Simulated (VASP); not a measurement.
Input of a VASP 6.6.1 run:

The input INCAR:

```
SYSTEM = Si
PREC = Accurate
ENCUT = 520
EDIFF = 1E-7
ISMEAR = -1
SIGMA = 0.08
LREAL = .FALSE.
LASPH = .TRUE.
NELM = 80
ALGO = Normal
ISIF = 2
LWAVE = .FALSE.
LCHARG = .FALSE.
GGA = PE
NBANDS = 11
```

Contents of KPOINTS:

```
Automatic mesh
0
G
  21 21 21
  0 0 0
```

The input POSCAR:

```
Si
1.0
   -1.8547411021      1.8547411021      0.9811186118
    1.8547411021     -1.8547411021      0.9811186118
    1.8547411021      1.8547411021     -0.9811186118
Si
2
Direct
   -0.3750000000     -0.1250000000     -0.2500000000
    0.3750000000      0.1250000000      0.2500000000
```

Potentials or basis: VASP PAW PBE potentials, release 64 (Si).

Launch:

```sh
$ cat potpaw_PBE.64/Si/POTCAR > POTCAR
$ mpirun -np 1 vasp_std > vasp.out
```

**Question.** Predict the pressure.

**Answer.** 460.4 GPa.

**Question.** Estimate the band gap on the k mesh.

**Answer.** Zero (bands 4 and 5 overlap by 8.52 eV).

Stress tensor (GPa, compression positive):
```
460.55   0.00   0.00
  0.00 460.55   0.00
  0.00   0.00 460.10
```

Caveat: the cell stands under pressure.
